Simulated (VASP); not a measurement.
Ba, 2 atoms in the cell. Symmetry: Fd-3m, No. 227, cubic system. Conventional cell: a = 7.674 Å, b = 7.674 Å, c = 7.674 Å, α = 90.00°, β = 90.00°, γ = 90.00°. Ba (site symmetry -43m) has 4 Ba at 3.32 Å within 4.4 Å. This isn't the form of Ba at room conditions, which is bcc.

* Program: VASP 6.6.1
* Task: single point
* Functional: PBE
* Potentials or basis: VASP PAW PBE potentials, release 64 (Ba_sv)
* Cutoff: 520 eV
* k mesh: 9 × 9 × 9
* Occupations: methfessel-paxton, width 0.05 eV
* Spin: no spin polarisation
* Dipole correction: no
* Further INCAR settings: ALGO = Normal; EDIFF = 1e-06; NBANDS = 17

Potentials or basis: VASP PAW PBE potentials, release 64 (Ba_sv).

Command:

```sh
$ cat potpaw_PBE.64/Ba_sv/POTCAR > POTCAR
$ mpirun -np 1 vasp_std > vasp.out
```

Hardware: 1 thread of AMD EPYC 9R45 96-Core Processor (Zen 5), on a shared host.

**Question.** Estimate the wall time of this run.

**Answer.** Run time: 28 s on 1 thread of AMD EPYC 9R45 96-Core Processor (Zen 5), on a shared host, peak memory 0.23 GiB. Counts: scf iterations 11, k points 35.
